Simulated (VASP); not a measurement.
# Al in VASP: notebook

The runs below take Al through relaxation of cell and atoms, single point, with PBEsol.

Everything below comes from runs of VASP 6.6.1. Logs are shortened: lines on timing, memory, paths and dates and some standing lists are left out, and cuts for length are marked.

## Step 1: The cell of the first run

Symmetry: Fm-3m, No. 225, cubic system. The conventional cell has a = 4.013 Å, b = 4.013 Å, c = 4.013 Å, α = 90.00°, β = 90.00°, γ = 90.00°. Al (site symmetry m-3m) has 12 Al at 2.84 Å within 3.7 Å.

## Step 2: Relaxation of cell and atoms, PBEsol

File INCAR:

```
PREC = Accurate ; ENCUT = 600
EDIFF = 1E-6 ; ISMEAR = 0
SIGMA = 0.1 ; LREAL = False
LASPH = True ; NELM = 60
ALGO = Normal ; ISIF = 3
LWAVE = False ; LCHARG = False
GGA = PS ; IBRION = 2
NSW = 100 ; EDIFFG = -0.01
```

File KPOINTS:

```
Automatic mesh
0
Gamma
  24 24 24
```

File POSCAR:

```
Al
1.0
    0.0000000000      2.0062932835      2.0062932835
    2.0062932835      0.0000000000      2.0062932835
    2.0062932835      2.0062932835      0.0000000000
Al
1
Direct
    0.5000000000      0.5000000000      0.5000000000
```

Potentials or basis: VASP PAW PBE potentials, release 64 (Al).

Command:

```sh
$ cat potpaw_PBE.64/Al/POTCAR > POTCAR
$ mpirun -np 1 vasp_std > vasp.out
```

OUTCAR:

```text
PREC = Accurate
   ENCUT = 600
   EDIFF = 1E-6
   ISMEAR = 0
   LREAL = False
   LASPH = True
   NELM = 60
   ISIF = 3
   GGA = PS
   IBRION = 2
   NSW = 100
   EDIFFG = -0.01

 ion  position               nearest neighbor table
   1  0.500  0.500  0.500-

  LATTYP: Found a face centered cubic cell.
 ALAT       =     4.0125865670

  Lattice vectors:

 A1 = (   0.0000000000,   2.0062932835,   2.0062932835)
 A2 = (   2.0062932835,   0.0000000000,   2.0062932835)
 A3 = (   2.0062932835,   2.0062932835,   0.0000000000)

Analysis of symmetry for initial positions (statically):
=====================================================================
 Subroutine PRICEL returns:
 Original cell was already a primitive cell.

 Routine SETGRP: Setting up the symmetry group for a
 face centered cubic supercell.

 Subroutine GETGRP returns: Found 48 space group operations
 (whereof 48 operations were pure point group operations)
 out of a pool of 48 trial point group operations.

The static configuration has the point symmetry O_h .

Analysis of symmetry for dynamics (positions and initial velocities):
=====================================================================
 Subroutine PRICEL returns:
 Original cell was already a primitive cell.

 Routine SETGRP: Setting up the symmetry group for a
 face centered cubic supercell.

 Subroutine GETGRP returns: Found 48 space group operations
 (whereof 48 operations were pure point group operations)
 out of a pool of 48 trial point group operations.

The dynamic configuration has the point symmetry O_h .

 Subroutine INISYM returns: Found 48 space group operations
 (whereof 48 operations are pure point group operations),
 and found     1 'primitive' translations

----------------------------------------------------------------------------------------

                                     Primitive cell

  volume of cell :      16.1515

[... 140 lines left out ...]
  Direction    XX          YY          ZZ          XY          YZ          ZX
  --------------------------------------------------------------------------------------
  -------------------------------------------------------------------------------------
  Total        0.0130856      0.0130856      0.0130856      0.0000000     -0.0000000      0.0000000
  in kB        1.2980494      1.2980494      1.2980494      0.0000000     -0.0000000      0.0000000
  external PRESSURE =       1.2980494 kB  Pullay stress =       0.0000000 kB

 VOLUME and BASIS-vectors are now :
 -----------------------------------------------------------------------------
  energy-cutoff  :      600.00
  volume of cell :       16.15
      direct lattice vectors                 reciprocal lattice vectors
     0.000000000  2.006293283  2.006293283    -0.249215807  0.249215807  0.249215807
     2.006293283  0.000000000  2.006293283     0.249215807 -0.249215807  0.249215807
     2.006293283  2.006293283  0.000000000     0.249215807  0.249215807 -0.249215807

 POSITION                                       TOTAL-FORCE (eV/Angst)
 -----------------------------------------------------------------------------------
      2.00629      2.00629      2.00629         0.000000      0.000000      0.000000
 -----------------------------------------------------------------------------------
    total drift:                               -0.000000      0.000000     -0.000000

  FREE ENERGIE OF THE ION-ELECTRON SYSTEM (eV)
  ---------------------------------------------------
  free  energy   TOTEN  =        -4.0918283413 eV

  energy  without entropy=       -4.0894824423  energy(sigma->0) =       -4.09065539

--------------------------------------- Ionic step        2  -------------------------------------------

 number of electron       3.0000000 magnetization

 Free energy of the ion-electron system (eV)
  ---------------------------------------------------
  ext. energy  EPLUGINS =         0.00000000
  ---------------------------------------------------
  free energy    TOTEN  =        -4.09183772 eV

  energy without entropy =       -4.08948216  energy(sigma->0) =       -4.09065994

 E-fermi :   8.1628     XC(G=0): -10.3282

 val. band max:        8.1569077805   @ k =  -0.3333   0.3750   0.0417
 cond. band min:       8.1737606965   @ k =  -0.4583   0.3333   0.0417
 fundamental gap:      0.0168529160
 Fermi energy:         8.1628168247

 k-point     1 :       0.0000    0.0000    0.0000
  band No.  band energies     occupation
      1      -3.1113      2.00000
      2      20.8561      0.00000
      3      20.8561      0.00000
      4      20.8561      0.00000
      5      22.4956      0.00000
[... 177 lines left out ...]
 k-point    24 :       0.4583    0.0417    0.0000
  band No.  band energies     occupation
      1       2.2641      2.00000
      2       5.1980      2.00000
      3      18.5112      0.00000
      4      19.0236      0.00000
      5      19.7479      0.00000

 [... further k-points ...]

------------------------ aborting loop because EDIFF is reached ----------------------------------------

  FORCE on cell =-STRESS in cart. coord.  units (eV):
  Direction    XX          YY          ZZ          XY          YZ          ZX
  --------------------------------------------------------------------------------------
  -------------------------------------------------------------------------------------
  Total       -0.0021682     -0.0021682     -0.0021682     -0.0000000      0.0000000     -0.0000000
  in kB       -0.2146751     -0.2146751     -0.2146751     -0.0000000      0.0000000     -0.0000000
  external PRESSURE =      -0.2146751 kB  Pullay stress =       0.0000000 kB

 VOLUME and BASIS-vectors are now :
 -----------------------------------------------------------------------------
  energy-cutoff  :      600.00
  volume of cell :       16.18
      direct lattice vectors                 reciprocal lattice vectors
     0.000000000  2.007559825  2.007559825    -0.249058580  0.249058580  0.249058580
     2.007559825 -0.000000000  2.007559825     0.249058580 -0.249058580  0.249058580
     2.007559825  2.007559825  0.000000000     0.249058580  0.249058580 -0.249058580

 POSITION                                       TOTAL-FORCE (eV/Angst)
 -----------------------------------------------------------------------------------
      2.00756      2.00756      2.00756        -0.000000     -0.000000     -0.000000
 -----------------------------------------------------------------------------------
    total drift:                               -0.000000      0.000000     -0.000000

  FREE ENERGIE OF THE ION-ELECTRON SYSTEM (eV)
  ---------------------------------------------------
  free  energy   TOTEN  =        -4.0918377250 eV

  energy  without entropy=       -4.0894821611  energy(sigma->0) =       -4.09065994

 reached required accuracy - stopping structural energy minimisation
```

CONTCAR:

```text
Al
   1.00000000000000
     0.0000000000000000    2.0075598252361844    2.0075598252361844
     2.0075598252361844   -0.0000000000000000    2.0075598252361844
     2.0075598252361844    2.0075598252361844    0.0000000000000000
  Al
     1
Direct
     0.5000000000000000    0.5000000000000000    0.5000000000000000

  0.00000000E+00  0.00000000E+00  0.00000000E+00
```

It took 25 s on 1 thread of Intel Xeon 8259CL, shared host; peak memory 0.17 GiB.

What came out:

- Free energy: -4.0918 eV
- Relaxed volume: 16.18 Å³/atom
- Relaxed cell: a = 2.839 Å, b = 2.839 Å, c = 2.839 Å, α = 60.00°, β = 60.00°, γ = 60.00°
- Space group after relaxing (to 0.1 Å): Fm-3m (No. 225)
- Energy gained by relaxing: 0.0 meV/atom
- Ionic steps: 2
- Pressure after relaxing: 0.0 GPa
- Band gap on the k mesh: zero (an odd number of electrons rules out a gap without spin polarisation)

Final structure:
```
CELL_PARAMETERS angstrom
0.00000 2.00756 2.00756
2.00756 0.00000 2.00756
2.00756 2.00756 0.00000
ATOMIC_POSITIONS crystal
Al 0.50000 0.50000 0.50000
```

Caveat: the PAW data sets were made with another functional, which shifts forces and pressure a little.

## Step 3: Single point, PBEsol

This run uses another cell than the first one: it holds 6 atoms, not 1.

File INCAR:

```
  PREC = Accurate
  ENCUT = 520
  EDIFF = 1E-6
  ISMEAR = 0
  SIGMA = 0.1
  LREAL = F
  LASPH = T
  NELM = 100
  ALGO = Fast
  ISIF = 2
  LWAVE = F
  LCHARG = F
  GGA = PS
  NBANDS = 18
```

File KPOINTS:

```
Automatic mesh
0
Gamma
  8 6 4
```

File POSCAR:

```
Al
1.0
   -0.0007870303      0.0015359879      2.8961264621
    4.0238755216     -0.0043938206      0.0027944353
    0.0072447483      8.3324169486      0.0045600413
Al
6
Direct
    0.2500276805      0.0000005043      0.0000005687
   -0.2500260403      0.5000000091      0.4999988189
    0.2500061265      0.9999998593      0.3333327281
    0.7499988909      0.4999992767      0.8333325961
    0.7499920680      0.4999990717      0.1666676756
    0.2500012744      1.0000012789      0.6666676125
```

Potentials or basis: VASP PAW PBE potentials, release 64 (Al).

Command:

```sh
$ cat potpaw_PBE.64/Al/POTCAR > POTCAR
$ mpirun -np 1 vasp_std > vasp.out
```

OUTCAR:

```text
PREC = Accurate
   ENCUT = 520
   EDIFF = 1E-6
   ISMEAR = 0
   LREAL = F
   LASPH = T
   NELM = 100
   ISIF = 2
   GGA = PS

 ion  position               nearest neighbor table
   1  0.250  0.000  0.000-   3 2.78   6 2.78   4 2.84   5 2.84   4 2.84   5 2.84   5 2.84   4 2.84
                             5 2.84   4 2.84
   2  0.750  0.500  0.500-   5 2.78   4 2.78   6 2.84   3 2.84   6 2.84   3 2.84   3 2.84   6 2.84
                             3 2.84   6 2.84
   3  0.250  1.000  0.333-   1 2.78   6 2.78   5 2.84   2 2.84   5 2.84   2 2.84   2 2.84   5 2.84
                             2 2.84   5 2.84
   4  0.750  0.500  0.833-   2 2.78   5 2.78   1 2.84   6 2.84   1 2.84   6 2.84   6 2.84   1 2.84
                             6 2.84   1 2.84
   5  0.750  0.500  0.167-   2 2.78   4 2.78   3 2.84   1 2.84   3 2.84   1 2.84   1 2.84   3 2.84
                             1 2.84   3 2.84
   6  0.250  0.000  0.667-   1 2.78   3 2.78   2 2.84   4 2.84   2 2.84   4 2.84   4 2.84   2 2.84
                             4 2.84   2 2.84

  LATTYP: Found a triclinic cell.
 ALAT       =     2.8961269764
 B/A-ratio  =     3.5057171248
 C/A-ratio  =     1.3894000241
 COS(alpha) =     0.0000585571
 COS(beta)  =     0.0004221314
 COS(gamma) =     0.5713808818

  Lattice vectors:

 A1 = (   0.0007870303,  -0.0015359879,  -2.8961264621)
 A2 = (  -0.0056706877,  -8.3354889244,  -5.7968129655)
 A3 = (  -4.0238755216,   0.0043938206,  -0.0027944353)

Analysis of symmetry for initial positions (statically):
=====================================================================
 Subroutine PRICEL returns:
 Original cell was already a primitive cell.

 Routine SETGRP: Setting up the symmetry group for a
 triclinic supercell.

 Subroutine GETGRP returns: Found  2 space group operations
 (whereof  1 operations were pure point group operations)
 out of a pool of  2 trial point group operations.

The static configuration has the point symmetry C_1 .
 The point group associated with its full space group is S_2 .

[... 146 lines left out ...]
   GGA     = PS    functional components
   LHFCALC =     F    Hartree Fock is set to
   AEXX    =    0.0000 exact exchange contribution
   IVDW    =     0    specifies the selected vdW correction
   LEPSILON=     F    determine dielectric tensor
   LRPA    =     F    only Hartree local field effects (RPA)
 non-spin polarized calculation
 RMM-DIIS sequential band-by-band and
 Gauss-broadening in eV      SIGMA  =   0.10
  energy-cutoff  :      520.00
  volume of cell :       97.10
 maximum number of plane-waves:      2639
 NGX is ok and might be reduce to    24

 number of electron      18.0000000 magnetization

 Free energy of the ion-electron system (eV)
  ---------------------------------------------------
  ext. energy  EPLUGINS =         0.00000000
  ---------------------------------------------------
  free energy    TOTEN  =       -24.57890877 eV

  energy without entropy =      -24.56858414  energy(sigma->0) =      -24.57374645

 E-fermi :   8.0904     XC(G=0): -10.3268

 val. band max:        8.0610663151   @ k =   0.2500  -0.0000   0.5000
 cond. band min:       8.1084535022   @ k =  -0.2500  -0.3333   0.2500
 fundamental gap:      0.0473871871
 Fermi energy:         8.0904172610

 k-point     1 :       0.0000    0.0000    0.0000
  band No.  band energies     occupation
      1      -3.1122      2.00000
      2      -0.9974      2.00000
      3      -0.9973      2.00000
      4       5.1252      2.00000
      5       5.1252      2.00000
      6       5.1547      2.00000
[... 481 lines left out ...]
      5       2.2976      2.00000
      6       2.3020      2.00000
[... 10 lines left out ...]
     17      16.4571      0.00000
     18      16.4628      0.00000

 [... further k-points ...]

------------------------ aborting loop because EDIFF is reached ----------------------------------------

  FORCE on cell =-STRESS in cart. coord.  units (eV):
  Direction    XX          YY          ZZ          XY          YZ          ZX
  --------------------------------------------------------------------------------------
  -------------------------------------------------------------------------------------
  Total       -0.0015195      0.1143642      0.0519866      0.0044018     -0.0341264     -0.0210377
  in kB       -0.0250710      1.8869792      0.8577659      0.0726283     -0.5630774     -0.3471165
  external PRESSURE =       0.9065580 kB  Pullay stress =       0.0000000 kB

 VOLUME and BASIS-vectors are now :
 -----------------------------------------------------------------------------
  energy-cutoff  :      520.00
  volume of cell :       97.10
      direct lattice vectors                 reciprocal lattice vectors
    -0.000787030  0.001535988  2.896126462    -0.000239997 -0.000188756  0.345288824
     4.023875522 -0.004393821  0.002794435     0.248516351 -0.000216113  0.000067650
     0.007244748  8.332416949  0.004560041     0.000131091  0.120013118 -0.000063614

 POSITION                                       TOTAL-FORCE (eV/Angst)
 -----------------------------------------------------------------------------------
     -0.00019      0.00039      0.72411        -0.000022     -0.000040     -0.000199
      2.01497      4.16515      2.17570         0.000022      0.000040      0.000199
      4.02609      2.77346      0.72836        -0.000018      0.000067     -0.000135
      2.01738      6.94263      2.17729         0.000036      0.000057      0.000076
      2.01255      1.38770      2.17423         0.000018     -0.000067      0.000135
      0.00464      5.55534      0.72708        -0.000036     -0.000057     -0.000076
 -----------------------------------------------------------------------------------
    total drift:                               -0.000141      0.000397      0.000221

  FREE ENERGIE OF THE ION-ELECTRON SYSTEM (eV)
  ---------------------------------------------------
  free  energy   TOTEN  =       -24.5789087693 eV

  energy  without entropy=      -24.5685841386  energy(sigma->0) =      -24.57374645
```

stdout:

```text
POSCAR found type information on POSCAR Al
 POSCAR found :  1 types and       6 ions
 scaLAPACK will be used
 -----------------------------------------------------------------------------
|                                                                             |
|                                                                             |
|     You enforced a specific xc type in the INCAR file but a different       |
|     I HOPE YOU KNOW WHAT YOU ARE DOING!                                     |
|                                                                             |
 -----------------------------------------------------------------------------

 LDA part: xc-table for (Slater+PW92), standard interpolation
 POSCAR, INCAR and KPOINTS ok, starting setup
 FFT: planning ... GRIDC
 FFT: planning ... GRID_SOFT
 FFT: planning ... GRID
 WAVECAR not read
 entering main loop
```

Wall time 4.2 min (1 thread of Intel Xeon 8259CL, shared host); peak memory 0.27 GiB.

What came out:

* Free energy: -24.5789 eV
* Pressure: 0.1 GPa
* Band gap on the k mesh: zero (bands 9 and 10 overlap by 6.15 eV)

Stress tensor (GPa, compression positive):
```
 0.00  0.01 -0.03
 0.01  0.19 -0.06
-0.03 -0.06  0.09
```

Caveat: the PAW data sets were made with another functional, which shifts forces and pressure a little.

## Step 4: Single point, PBEsol

File INCAR:

```
PREC = Accurate ; ENCUT = 520
EDIFF = 1E-7 ; ISMEAR = 0
SIGMA = 0.1 ; LREAL = False
LASPH = True ; NELM = 60
ALGO = Fast ; ISIF = 2
LWAVE = False ; LCHARG = False
GGA = PS ; NBANDS = 8
```

File KPOINTS:

```
Automatic mesh
0
Gamma
  28 28 28
```

File POSCAR:

```
Al
1.0
   -1.4185392494      1.4200377201      2.0076261200
    1.4185392494     -1.4200377201      2.0076261200
    1.4185392494      1.4200377201     -2.0076261200
Al
1
Direct
    0.5000000000      0.0000000000      0.5000000000
```

Command:

```sh
$ cat potpaw_PBE.64/Al/POTCAR > POTCAR
$ mpirun -np 1 vasp_std > vasp.out
```

Wall time 7.9 min (1 thread of Intel Xeon 8259CL, shared host); peak memory 0.44 GiB.

Results (log left out):

| Property | Result |
| --- | --- |
| Free energy | -4.0926 eV |
| Pressure | 0.1 GPa |
| Band gap on the k mesh | zero (an odd number of electrons rules out a gap without spin polarisation) |

Levels at points of the mesh, in eV from the Fermi level:
```
           k point  band 1  band 2  band 3  band 4
(0.00, 0.00, 0.00)  -11.27   12.69   12.70   12.72
(0.50, 0.00, 0.00)   -4.68   -4.41   11.52   11.54
(0.00, 0.50, 0.00)   -4.67   -4.40   11.51   11.53
(0.50, 0.50, 0.00)   -2.97   -1.61    5.26    5.68
(0.50, 0.50, 0.50)   -2.97   -1.62    5.26    5.66
```

Caveat: the PAW data sets were made with another functional, which shifts forces and pressure a little.

## Step 5: Overview

| task | cell | k mesh | cutoff (eV) | gap on the mesh (eV) | pressure (GPa) |
| --- | --- | --- | --- | --- | --- |
| relaxation of cell and atoms | relaxed from a = 2.837 Å, angles 60.0°, 1 atom, atomic positions A | 24 × 24 × 24 | 600 | none | 0.0 |
| single point | a = 2.896, b = 4.024, c = 8.332 Å, angles 90.0, 89.9, 90.0°, 6 atoms, atomic positions B | 8 × 6 × 4 | 520 | none | 0.1 |
| single point | a = 2.839 Å, angles 120.0, 120.0, 90.0°, 1 atom, atomic positions A | 28 × 28 × 28 | 520 | none | 0.1 |

Alike in all rows: level PBEsol; potentials or basis VASP PAW PBE potentials, release 64 (Al); no spin polarisation; smearing gaussian 0.1 eV.

Caveats: the PAW data sets were made with another functional, which shifts forces and pressure a little.

Total energies depend on the potentials used, so only differences within one code and one set of settings carry meaning.

The gap in the log of VASP goes by the Fermi energy; the results here count the filled bands.